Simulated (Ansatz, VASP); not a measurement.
**CoO: VASP beside Ansatz**

The input INCAR:

```
SYSTEM = CoO
ALGO = Fast ; EDIFF = 1E-6
ENCUT = 520 ; GGA = PS
ISIF = 2 ; ISMEAR = 0
ISPIN = 2 ; LASPH = .True.
LCHARG = .False. ; LMAXMIX = 4
LORBIT = 11 ; LREAL = .False.
LWAVE = .False. ; MAGMOM = 2.71 0.36
NBANDS = 18 ; NELM = 150
PREC = Accurate ; SIGMA = 0.15
```

File KPOINTS:

```
k-points
0
Gamma
  24 24 24
  0 0 0
```

Contents of POSCAR:

```
CoO
1.0
   -1.5505012110      1.5505012110      1.9933088950
    1.5505012110     -1.5505012110      1.9933088950
    1.5505012110      1.5505012110     -1.9933088950
Co O
1 1
Direct
    0.0000000000      0.0000000000      0.0000000000
    0.5000000000      0.5000000000      0.0000000000
```

Input for Ansatz:

```yaml
crystal:
  lattice:
    - [-1.550501211, 1.550501211, 1.993308895]
    - [1.550501211, -1.550501211, 1.993308895]
    - [1.550501211, 1.550501211, -1.993308895]
  atoms:
    - { symbol: Co, position: [0.0, 0.0, 0.0], spin: 2.71 }
    - { symbol: O, position: [0.5, 0.5, 0.0], spin: 0.36 }
basis:
  ecutwfc: 420
kpoints:
  mp_grid: { grid: [24, 24, 24] }
hamiltonian:
  xc: pbesol
scf:
  occupations: { method: gaussian, width: 0.15 }
output:
  forces: true
  stress: true
  eigenvalues: true
  populations: true
magnetization:
  spin_polarized: true
```

Alike in both runs: task single point; functional PBEsol; k mesh 24 × 24 × 24; occupations gaussian, width 0.15 eV; collinear spin.

|  | VASP | Ansatz |
| --- | --- | --- |
| version | VASP 6.6.1 | Ansatz 0.2.0 |
| potentials or method | VASP PAW PBE potentials, release 64 (Co, O), cutoff 520 eV | scalar-relativistic, plane waves, PAW |
| valence electrons in the cell | 15 | 23 |

|  | VASP | Ansatz | Ansatz less VASP |
| --- | --- | --- | --- |
| gap on the k mesh at the Fermi level (eV) | none | none | - |
| pressure (GPa) | -8.0 | -7.4 | +0.58 |
| traceless stress, the component that is largest in VASP (GPa) | 2.64 | 2.64 | +0.004 |
| net moment per atom (μB) | 1.40 | 1.42 | +0.012 |
| size of the moment on the site where the two differ most (μB) | 2.46 | 2.35 | -0.114 |

VASP's potentials were made for PBE, not for PBEsol. Site moments also hang on the region over which each program counts them. A gap of «none» marks a metal or a gap that the smearing closes. The functional is the same, so the differences come from potentials, cutoffs and numerics. VASP's potentials hold 15 valence electrons a cell and Ansatz's 23, so a difference there can come from the potentials and not from the codes.
